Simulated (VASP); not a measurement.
Here is a VASP 6.6.1 calculation.

The input INCAR:

```
SYSTEM = NaCl
PREC = Accurate
ENCUT = 600
EDIFF = 1E-6
ISMEAR = 0
SIGMA = 0.01
LREAL = .FALSE.
LASPH = .TRUE.
NELM = 80
ALGO = Normal
ISIF = 3
LWAVE = .FALSE.
LCHARG = .FALSE.
GGA = PE
IVDW = 13
IBRION = 2
NSW = 50
EDIFFG = -0.05
```

KPOINTS

```
Automatic mesh
0
G
  5 5 5
  0 0 0
```

POSCAR

```
NaCl
1.0
    0.0000000000      2.8100000000      2.8100000000
    2.8100000000      0.0000000000      2.8100000000
    2.8100000000      2.8100000000      0.0000000000
Na Cl
1 1
Direct
    0.0000000000      0.0000000000      0.0000000000
    0.5000000000      0.5000000000      0.5000000000
```

Potentials or basis: VASP PAW PBE potentials, release 64 (Na_pv, Cl).

Launch:

```console
$ cat potpaw_PBE.64/Na_pv/POTCAR potpaw_PBE.64/Cl/POTCAR > POTCAR
$ mpirun -np 1 vasp_std > vasp.out
```

(1) Estimate the dispersion energy per atom.

(2) Estimate the band gap on the k mesh.

Results:

(1) -0.099 eV.

(2) 5.15 eV, direct.

Caveat: the relaxation stopped at its first step, so nothing moved.
